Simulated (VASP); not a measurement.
Wanted: the native input for a VASP 6.6.1 run.

| Item | Value |
| --- | --- |
| Task | single point |
| Functional | r2SCAN |
| Potentials or basis | VASP PAW PBE potentials, release 64 (Mg_sv, O) |
| Cutoff | 750 eV |
| k mesh | 10 × 10 × 10 |
| Occupations | gaussian, width 0.02 eV |
| Spin | no spin polarisation |
| Dipole correction | no |
| Mended | yes |
| Further INCAR settings | ALGO = Normal; EDIFF = 1e-06; NBANDS = 15 |

MgO:

```
Mg O
1.0
     0.00000    2.10217    2.10217
     2.10217    0.00000    2.10217
     2.10217    2.10217    0.00000
Mg O
1 1
Direct
  0.00000 0.00000 0.00000
  0.50000 0.50000 0.50000
```

These files were run (other wordings do the same):

POSCAR

```
MgO
1.0
    0.0000000000      2.1021684214      2.1021684214
    2.1021684214      0.0000000000      2.1021684214
    2.1021684214      2.1021684214      0.0000000000
Mg O
1 1
Direct
    0.0000000000      0.0000000000      0.0000000000
    0.5000000000      0.5000000000      0.5000000000
```

INCAR.step1

```
PREC     = Accurate       # precision mode
ENCUT    = 750            # plane-wave cutoff, eV
ISMEAR   = 0              # smearing method
SIGMA    = 0.02           # smearing width, eV
LREAL    = F              # projectors in reciprocal space
LASPH    = T              # aspherical terms in the spheres
NELM     = 120            # most SCF steps
NBANDS   = 15             # bands
GGA      = PE             # functional
ALGO     = Normal         # electronic algorithm
EDIFF    = 1E-5           # SCF threshold, eV
LWAVE    = T              # write WAVECAR
LCHARG   = F              # write CHGCAR
GGA_COMPAT= F
```

INCAR.step2

```
PREC     = Accurate       # precision mode
ENCUT    = 750            # plane-wave cutoff, eV
EDIFF    = 1E-6           # SCF threshold, eV
ISMEAR   = 0              # smearing method
SIGMA    = 0.02           # smearing width, eV
LREAL    = F              # projectors in reciprocal space
LASPH    = T              # aspherical terms in the spheres
NELM     = 120            # most SCF steps
ALGO     = Normal         # electronic algorithm
ISIF     = 2              # what is computed and relaxed
LWAVE    = F              # write WAVECAR
LCHARG   = F              # write CHGCAR
METAGGA  = R2SCAN         # meta-GGA
LMIXTAU  = T            
NBANDS   = 15             # bands
ISTART   = 1            
GGA_COMPAT= F
```

KPOINTS

```
Automatic mesh
0
Gamma
  10 10 10
```

Potentials or basis: VASP PAW PBE potentials, release 64 (Mg_sv, O).

Launch:

```sh
$ cat potpaw_PBE.64/Mg_sv/POTCAR potpaw_PBE.64/O/POTCAR > POTCAR
$ cp INCAR.step1 INCAR
$ mpirun -np 1 vasp_std > vasp.out
$ cp INCAR.step2 INCAR
$ mpirun -np 1 vasp_std > vasp.out
```

It gave:

```
Pressure               : 0.0 GPa
Band gap on the k mesh : 5.70 eV
```

Caveat: the PAW data sets were made with another functional, which shifts forces and pressure a little.

Wall time 61 s on 1 thread of AMD EPYC 9R45 (Zen 5), with other jobs on the host, peak memory 0.14 GiB.
